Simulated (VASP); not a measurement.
Here is a VASP 6.6.1 calculation.

The input INCAR:

```
PREC = Accurate
ENCUT = 520
EDIFF = 1E-6
ISMEAR = 0
SIGMA = 0.1
LREAL = False
LASPH = True
NELM = 60
ALGO = Normal
ISIF = 2
LWAVE = False
LCHARG = True
GGA = PE
LELF = True
LVHAR = True
NBANDS = 36
```

File KPOINTS:

```
regular mesh
0
Gamma
  4 4 2
```

File POSCAR:

```
Cd2S5
1.0
   -3.2099373925      2.7666734741      0.0132528483
   -3.2085416549     -2.7648077165      0.0166007204
   -1.0201212505     -0.0059554104     10.1965673615
Cd S
2 5
Direct
    0.5577707886      0.9480038272      0.8558140398
    0.0547165397      0.4421846830      0.1445002620
    0.8820815189      0.9377874740      0.2786619810
    0.1045259487      0.6635715078      0.4429736786
    0.3356625654      0.8930013984      0.5569117550
    0.0622170657      0.1172345145      0.7208579925
    0.5710255731      0.4302165951      0.0002802909
```

Potentials or basis: VASP PAW PBE potentials, release 64 (Cd, S).

Run with:

```sh
$ cat potpaw_PBE.64/Cd/POTCAR potpaw_PBE.64/S/POTCAR > POTCAR
$ mpirun -np 1 vasp_std > vasp.out
```

(1) What does it give for the largest force?

(2) What does it give for the pressure?

(3) Estimate the band gap on the k mesh.

## Answers

(1) 0.128 eV/Å.

(2) 0.0 GPa.

(3) 1.00 eV.
